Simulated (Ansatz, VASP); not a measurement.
Two plane-wave programs on BaTe

```
CELL_PARAMETERS angstrom
-0.18938 3.48430 3.48430
3.48430 -0.18938 3.48430
3.48430 3.48430 -0.18938
ATOMIC_POSITIONS crystal
Ba 0.00000 0.00000 0.00000
Te 0.50000 0.50000 0.50000
```

Change from the starting cell: epitaxial_111 strain +4.0%.

Alike in both runs: task single point; functional r2SCAN; k mesh 6 × 6 × 6; no spin polarisation.

|  | VASP | Ansatz |
| --- | --- | --- |
| version | VASP 6.6.1 | Ansatz 0.2.0 |
| potentials or method | VASP PAW PBE potentials, release 64 (Ba_sv, Te) | plane waves, PAW |
| plane-wave cutoff (eV) | 520 | 500 |
| occupations | gaussian, width 0.01 eV | fixed |
| valence electrons in the cell | 16 | 26 |

```csv
,VASP,Ansatz,Ansatz less VASP
gap on the k mesh at the Fermi level (eV),1.82,1.88,+0.067
pressure (GPa),-0.9,-1.1,-0.27
"traceless stress, the component that is largest in VASP (GPa)",0.57,0.58,+0.004
```

VASP's potentials were made for PBE, not for r2SCAN. VASP's potentials hold 16 valence electrons a cell and Ansatz's 26, so a difference there can come from the potentials and not from the codes.

Neither program's run includes spin-orbit coupling.
